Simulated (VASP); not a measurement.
# N (P6_3/mmc) in VASP: a series of runs

The runs below take N through single point, with LDA.

All numbers are computed with VASP 6.6.1; they aren't measurements. Logs are shortened: lines on timing, memory, paths and dates and some standing lists are left out, and cuts for length are marked.

### 1 The cell of the first run

The structure is hexagonal, space group P6_3/mmc (No. 194). The conventional cell has a = 3.919 Å, b = 3.919 Å, c = 5.419 Å, α = 90.00°, β = 90.00°, γ = 120.00°. N (site symmetry -6m2) has 12 N at 3.53 to 3.92 Å within 4.6 Å.

### 2 Single point, LDA (strain +0.080 along x and y, -0.080 along z)

INCAR

```
SYSTEM = N
  PREC = Accurate
  ENCUT = 520
  EDIFF = 1E-7
  ISMEAR = 0
  SIGMA = 0.15
  LREAL = .FALSE.
  LASPH = .TRUE.
  NELM = 80
  ALGO = Normal
  ISIF = 2
  LWAVE = .FALSE.
  LCHARG = .FALSE.
  NBANDS = 12
```

KPOINTS

```
Automatic mesh
0
G
  15 15 8
  0 0 0
```

POSCAR

```
N
1.0
    3.9193217816      0.0000000000      0.0000000000
   -1.9596608908      3.3942322285      0.0000000000
    0.0000000000      0.0000000000      5.4188000000
N
2
Direct
    0.3333333333      0.6666666667      0.2500000000
    0.6666666667      0.3333333333      0.7500000000
```

Potentials or basis: VASP PAW LDA potentials, release 64 (N).

Command:

```sh
$ cat potpaw_LDA.64/N/POTCAR > POTCAR
$ mpirun -np 1 vasp_std > vasp.out
```

OUTCAR:

```text
SYSTEM = N
   PREC = Accurate
   ENCUT = 520
   EDIFF = 1E-7
   ISMEAR = 0
   LREAL = .FALSE.
   LASPH = .TRUE.
   NELM = 80
   ISIF = 2

 ion  position               nearest neighbor table
   1  0.333  0.667  0.250-
   2  0.667  0.333  0.750-

  LATTYP: Found a hexagonal cell.
 ALAT       =     3.9193217816
 C/A-ratio  =     1.3825861468

  Lattice vectors:

 A1 = (   3.9193217816,   0.0000000000,   0.0000000000)
 A2 = (  -1.9596608908,   3.3942322285,   0.0000000000)
 A3 = (   0.0000000000,   0.0000000000,   5.4188000000)

Analysis of symmetry for initial positions (statically):
=====================================================================
 Subroutine PRICEL returns:
 Original cell was already a primitive cell.

 Routine SETGRP: Setting up the symmetry group for a
 hexagonal supercell.

 Subroutine GETGRP returns: Found 24 space group operations
 (whereof 12 operations were pure point group operations)
 out of a pool of 24 trial point group operations.

The static configuration has the point symmetry D_3d.
 The point group associated with its full space group is D_6h.

Analysis of symmetry for dynamics (positions and initial velocities):
=====================================================================
 Subroutine PRICEL returns:
 Original cell was already a primitive cell.

 Routine SETGRP: Setting up the symmetry group for a
 hexagonal supercell.

 Subroutine GETGRP returns: Found 24 space group operations
 (whereof 12 operations were pure point group operations)
 out of a pool of 24 trial point group operations.

The dynamic configuration has the point symmetry D_3d.
 The point group associated with its full space group is D_6h.

 Subroutine INISYM returns: Found 24 space group operations
 (whereof 12 operations are pure point group operations),
 and found     1 'primitive' translations

----------------------------------------------------------------------------------------

                                     Primitive cell

  volume of cell :      72.0868

  direct lattice vectors                    reciprocal lattice vectors
     3.919321782  0.000000000  0.000000000     0.255146185  0.147308719  0.000000000
    -1.959660891  3.394232228  0.000000000     0.000000000  0.294617437  0.000000000
     0.000000000  0.000000000  5.418800000     0.000000000  0.000000000  0.184542703

  length of vectors
     3.919321782  3.919321782  5.418800000     0.294617437  0.294617437  0.184542703

  position of ions in fractional coordinates (direct lattice)
     0.333333333  0.666666667  0.250000000
     0.666666667  0.333333333  0.750000000

  ion indices of the primitive-cell ions
   primitive index   ion index
                 1           1
                 2           2

----------------------------------------------------------------------------------------

 KPOINTS: Automatic mesh

Automatic generation of k-mesh.
 Grid dimensions read from file:
 generate k-points for:   15   15    8

 Generating k-lattice:

  Cartesian coordinates                     Fractional coordinates (reciprocal lattice)
     0.017009746  0.009820581  0.000000000     0.066666667 -0.000000000  0.000000000
     0.000000000  0.019641162  0.000000000     0.000000000  0.066666667  0.000000000
     0.000000000  0.000000000  0.023067838     0.000000000  0.000000000  0.125000000

  Length of vectors
     0.019641162  0.019641162  0.023067838

  Shift w.r.t. Gamma in fractional coordinates (k-lattice)
     0.000000000  0.000000000  0.000000000

 Subroutine IBZKPT returns following result:
 ===========================================

 Found    135 irreducible k-points:

 Following reciprocal coordinates:
            Coordinates               Weight
  0.000000  0.000000  0.000000      1.000000
  0.066667  0.000000  0.000000      6.000000
  0.133333  0.000000  0.000000      6.000000
  0.200000 -0.000000  0.000000      6.000000
  0.266667  0.000000  0.000000      6.000000
  0.333333  0.000000  0.000000      6.000000
[... 16 lines left out ...]
  0.333333  0.200000  0.000000     12.000000
  0.400000  0.200000  0.000000      6.000000
 [... further k-points ...]
   k-points           NKPTS =    135   k-points in BZ     NKDIM =    135   number of bands    NBANDS=     12
   number of dos      NEDOS =    301   number of ions     NIONS =      2
   total plane-waves  NPLWV =  36000
   dimension x,y,z NGX =    30 NGY =   30 NGZ =   40
   dimension x,y,z NGXF=    60 NGYF=   60 NGZF=   80
   ions per type =               2
   NGX,Y,Z   is equivalent  to a cutoff of  12.73, 12.73, 12.27 a.u.
   NGXF,Y,Z  is equivalent  to a cutoff of  25.45, 25.45, 24.54 a.u.
 SYSTEM =  N
   PREC   = accura    normal or accurate (medium, high low for compatibility)
   ISTART =      0    job   : 0-new  1-cont  2-samecut
   ICHARG =      2    charge: 1-file 2-atom 10-const
   ISPIN  =      1    spin polarized calculation?
   LNONCOLLINEAR =      F non collinear calculations
   LSORBIT =      F    spin-orbit coupling
   LASPH  =      T    aspherical Exc in radial PAW
   ENCUT  =  520.0 eV  38.22 Ry    6.18 a.u.   7.29  7.29 10.08*2*pi/ulx,y,z
   NELM   =     80;   NELMIN=  2; NELMDL= -5     # of ELM steps
   EDIFF  = 0.1E-06   stopping-criterion for ELM
   LREAL  =      F    real-space projection
   EDIFFG = 0.1E-05   stopping-criterion for IOM
   NSW    =      0    number of steps for IOM
   IBRION =     -1    ionic relax: 0-MD 1-quasi-New 2-CG
   NFREE  =      0    steps in history (QN), initial steepest desc. (CG)
   ISIF   =      2    stress and relaxation
   ISYM   =      2    0-nonsym 1-usesym 2-fastsym
   POTIM  = 0.5000    time-step for ionic-motion
   TEBEG  =    0.0;   TEEND  =   0.0 temperature during run
   PSTRESS=    0.0 pullay stress
   NELECT =      10.0000    total number of electrons
   NUPDOWN=      -1.0000    fix difference up-down
   EMIN   =  10.00;   EMAX   =-10.00  energy-range for DOS
   EFERMI =   0.00;   METHOD = LEGACY
   ISMEAR =     0;   SIGMA  =   0.15  broadening in eV -4-tet -1-fermi 0-gaus
   EFERMI_NEDOS =   21; number of points for ismear=-14 and -15
   IALGO  =     38    algorithm
   IMIX   =      4    mixing-type and parameters
     AMIX     =   0.40;   BMIX     =  1.00
     AMIX_MAG =   1.60;   BMIX_MAG =  1.00
  volume/ion in A,a.u.               =      36.04       243.23
  Fermi-wavevector in a.u.,A,eV,Ry     =   0.847467  1.601481  9.771716  0.718201
  Thomas-Fermi vector in A             =   1.962978
   LORBIT       =      0    0 simple, 1 ext, 2 COOP (PROOUT), +10 PAW based schemes
   GGA     = CA    functional components
   LHFCALC =     F    Hartree Fock is set to
   AEXX    =    0.0000 exact exchange contribution
   IVDW    =     0    specifies the selected vdW correction
   LEPSILON=     F    determine dielectric tensor
   LRPA    =     F    only Hartree local field effects (RPA)
 non-spin polarized calculation
 Gauss-broadening in eV      SIGMA  =   0.15
  energy-cutoff  :      520.00
  volume of cell :       72.09
 maximum number of plane-waves:      1964
 NGX is ok and might be reduce to    30
   NGX = 15   NGY = 15   NGZ = 21

 number of electron      10.0000002 magnetization

 Free energy of the ion-electron system (eV)
  ---------------------------------------------------
  ext. energy  EPLUGINS =         0.00000000
  ---------------------------------------------------
  free energy    TOTEN  =        -2.04592914 eV

  energy without entropy =       -1.92304190  energy(sigma->0) =       -1.98448552

 E-fermi :  -5.3030     XC(G=0):  -6.2792

 val. band max:       -5.3037844100   @ k =   0.3333   0.1333   0.5000
 cond. band min:      -5.2983397406   @ k =   0.1333   0.0000   0.0000
 fundamental gap:      0.0054446694
 Fermi energy:        -5.3029544745

 k-point     1 :       0.0000    0.0000    0.0000
  band No.  band energies     occupation
      1     -16.8577      2.00000
      2     -16.4294      2.00000
      3      -6.1189      2.00000
      4      -5.1808      0.24933
      5      -5.1808      0.24933
      6      -4.9429      0.00069
      7      -4.9429      0.00069
      8      -4.7541      0.00000
      9       1.3497      0.00000
     10       5.1972      0.00000
     11       6.4242      0.00000
     12      10.4118      0.00000

 k-point     2 :       0.0667    0.0000    0.0000
  band No.  band energies     occupation
      1     -16.8489      2.00000
      2     -16.4287      2.00000
      3      -6.1018      2.00000
      4      -5.2107      0.38448
      5      -5.1932      0.30093
      6      -4.9789      0.00225
      7      -4.9421      0.00067
      8      -4.7637      0.00000
      9       1.4362      0.00000
     10       5.2659      0.00000
     11       6.4284      0.00000
     12       9.7269      0.00000

 k-point     3 :       0.1333    0.0000    0.0000
  band No.  band energies     occupation
      1     -16.8237      2.00000
      2     -16.4274      2.00000
      3      -6.0519      2.00000
      4      -5.2983      0.96530
      5      -5.2267      0.47231
      6      -5.0733      0.03035
      7      -4.9415      0.00066
      8      -4.7923      0.00000
      9       1.6840      0.00000
     10       5.4607      0.00000
     11       6.4421      0.00000
     12       8.7566      0.00000
[... 286 lines left out ...]
 k-point    23 :       0.3333    0.2000    0.0000
  band No.  band energies     occupation
      1     -16.5851      2.00000
      2     -16.4709      2.00000
      3      -5.8582      2.00000
      4      -5.5619      1.98539
      5      -5.5203      1.95951
      6      -5.4394      1.80185
      7      -5.1636      0.18888
      8      -5.0966      0.05176
      9       4.2575      0.00000
     10       5.4571      0.00000
     11       6.3224      0.00000
     12       6.7644      0.00000

 k-point    24 :       0.4000    0.2000    0.0000
  band No.  band energies     occupation
      1     -16.5665      2.00000
      2     -16.4815      2.00000
      3      -5.8828      2.00000
      4      -5.5128      1.95214
      5      -5.5102      1.94931
      6      -5.4706      1.88603
      7      -5.2065      0.36333
      8      -5.1041      0.06079
      9       4.6167      0.00000
     10       5.1170      0.00000
     11       6.2965      0.00000
     12       6.7990      0.00000

 [... further k-points ...]
[... 5 lines left out ...]
  --------------------------------------------------------------------------------------
  -------------------------------------------------------------------------------------
  Total       -2.7719657     -2.7719657     -4.3891857      0.0000000      0.0000000      0.0000000
  in kB      -61.6088122    -61.6088122    -97.5526202      0.0000000      0.0000000      0.0000000
  external PRESSURE =     -73.5900815 kB  Pullay stress =       0.0000000 kB

 VOLUME and BASIS-vectors are now :
 -----------------------------------------------------------------------------
  energy-cutoff  :      520.00
  volume of cell :       72.09
      direct lattice vectors                 reciprocal lattice vectors
     3.919321782  0.000000000  0.000000000     0.255146185  0.147308719  0.000000000
    -1.959660891  3.394232228  0.000000000     0.000000000  0.294617437  0.000000000
     0.000000000  0.000000000  5.418800000     0.000000000  0.000000000  0.184542703

 POSITION                                       TOTAL-FORCE (eV/Angst)
 -----------------------------------------------------------------------------------
     -0.00000      2.26282      1.35470        -0.000000      0.000000      0.000000
      1.95966      1.13141      4.06410         0.000000     -0.000000      0.000000
 -----------------------------------------------------------------------------------
    total drift:                               -0.000000      0.000000      0.000000

  FREE ENERGIE OF THE ION-ELECTRON SYSTEM (eV)
  ---------------------------------------------------
  free  energy   TOTEN  =        -2.0459291388 eV

  energy  without entropy=       -1.9230419012  energy(sigma->0) =       -1.98448552
```

Wall time 84 s (1 thread of AMD EPYC 7R13, shared host); peak memory 0.18 GiB.

What came out:

| Property | Result |
| --- | --- |
| Free energy | -2.0459 eV |
| Pressure | -7.4 GPa |
| Band gap on the k mesh | zero (bands 5 and 6 overlap by 0.47 eV) |

Levels at points of the mesh, in eV from the Fermi level:
| k point | band 3 | band 4 | band 5 | band 6 | band 7 | band 8 |
| --- | --- | --- | --- | --- | --- | --- |
| (0.00, 0.00, 0.00) | -0.82 | 0.12 | 0.12 | 0.36 | 0.36 | 0.55 |
| (0.00, 0.00, 0.50) | -0.21 | -0.21 | 0.24 | 0.24 | 0.24 | 0.24 |

Caveat: the cell differs from its parent crystal (strain +0.080 along x and y, -0.080 along z); the cell stands under tension.

### 3 Single point, LDA (strain +0.000 along x and y, +0.080 along z)

INCAR

```
  PREC = Accurate
  ENCUT = 520
  EDIFF = 1E-6
  ISMEAR = 0
  SIGMA = 0.15
  LREAL = F
  LASPH = T
  NELM = 60
  ALGO = Normal
  ISIF = 2
  LWAVE = F
  LCHARG = F
  GGA = CA
  NBANDS = 12
```

KPOINTS

```
Automatic mesh
0
Gamma
  15 15 8
```

POSCAR

```
N
1.0
    3.6290016496      0.0000000000      0.0000000000
   -1.8145008248      3.1428076190      0.0000000000
    0.0000000000      0.0000000000      6.3612000000
N
2
Direct
    0.3333333333      0.6666666667      0.2500000000
    0.6666666667      0.3333333333      0.7500000000
```

Potentials or basis: VASP PAW LDA potentials, release 64 (N).

Command:

```sh
$ cat potpaw_LDA.64/N/POTCAR > POTCAR
$ mpirun -np 1 vasp_std > vasp.out
```

Wall time 79 s (1 thread of AMD EPYC 7R13, shared host); peak memory 0.18 GiB.

It converged, with:

```yaml
Free_energy: -1.9508 eV
Pressure: -7.1 GPa
Band_gap_on_the_k_mesh: zero (bands 5 and 6 overlap by 0.73 eV)
```

Stress tensor (GPa, compression positive):
```
-7.71  0.00  0.00
 0.00 -7.71  0.00
 0.00  0.00 -5.85
```

Levels at points of the mesh, in eV from the Fermi level:
```
           k point  band 1  band 2  band 3  band 4  band 5  band 6  band 7  band 8  band 9  band 10
(0.00, 0.00, 0.00)  -11.55  -11.33   -0.81    0.32    0.35    0.35    0.44    0.44    6.61    10.24
(0.00, 0.00, 0.50)  -11.44  -11.44   -0.29   -0.29    0.39    0.39    0.39    0.39    7.81     7.81
```

Caveat: the cell differs from its parent crystal (strain +0.000 along x and y, +0.080 along z); the cell stands under tension.

### 4 Single point, LDA (strain +0.040 along x and y, +0.000 along z)

INCAR

```
PREC = Accurate
ENCUT = 520
EDIFF = 1E-7
ISMEAR = 0
SIGMA = 0.15
LREAL = F
LASPH = T
NELM = 60
ALGO = Normal
ISIF = 2
LWAVE = F
LCHARG = T
GGA = CA
LELF = T
LVHAR = T
NBANDS = 12
```

KPOINTS is that of step 3.

POSCAR

```
N
1.0
    3.7741617156      0.0000000000      0.0000000000
   -1.8870808578      3.2685199237      0.0000000000
    0.0000000000      0.0000000000      5.8900000000
N
2
Direct
    0.3333333333      0.6666666667      0.2500000000
    0.6666666667      0.3333333333      0.7500000000
```

Command:

```sh
$ cat potpaw_LDA.64/N/POTCAR > POTCAR
$ mpirun -np 1 vasp_std > vasp.out
```

Wall time 93 s (1 thread of AMD EPYC 7R13, shared host); peak memory 0.18 GiB.

The run converged. Its results:

| Quantity | Value |
| --- | --- |
| Free energy | -1.9329 eV |
| Pressure | -7.0 GPa |
| Band gap on the k mesh | zero (bands 5 and 6 overlap by 0.59 eV) |

Stress tensor (GPa, compression positive):
```
-6.66  0.00  0.00
 0.00 -6.66  0.00
 0.00  0.00 -7.73
```

Levels at points of the mesh, in eV from the Fermi level:
| k point | band 1 | band 2 | band 3 | band 4 | band 5 | band 6 | band 7 | band 8 | band 9 | band 10 |
| --- | --- | --- | --- | --- | --- | --- | --- | --- | --- | --- |
| (0.00, 0.00, 0.00) | -11.55 | -11.23 | -0.83 | 0.23 | 0.23 | 0.38 | 0.38 | 0.44 | 6.61 | 10.32 |
| (0.00, 0.00, 0.50) | -11.39 | -11.39 | -0.25 | -0.25 | 0.31 | 0.31 | 0.31 | 0.31 | 7.95 | 7.95 |

Caveat: the cell differs from its parent crystal (strain +0.040 along x and y, +0.000 along z); the cell stands under tension.

### 5 Summary

| cell | gap on the mesh (eV) | pressure (GPa) |
| --- | --- | --- |
| a = 3.919, b = 3.919, c = 5.419 Å, angles 90.0, 90.0, 120.0°, 2 atoms | none | -7.4 |
| a = 3.629, b = 3.629, c = 6.361 Å, angles 90.0, 90.0, 120.0°, 2 atoms | none | -7.1 |
| a = 3.774, b = 3.774, c = 5.890 Å, angles 90.0, 90.0, 120.0°, 2 atoms | none | -7.0 |

Alike in all rows: task single point; level LDA; potentials or basis VASP PAW LDA potentials, release 64 (N); no spin polarisation; k mesh 15 × 15 × 8; cutoff (eV) 520; smearing gaussian 0.15 eV.

Caveats: the cell stands under tension.

Absolute energies hang on the potentials; compare differences alone.
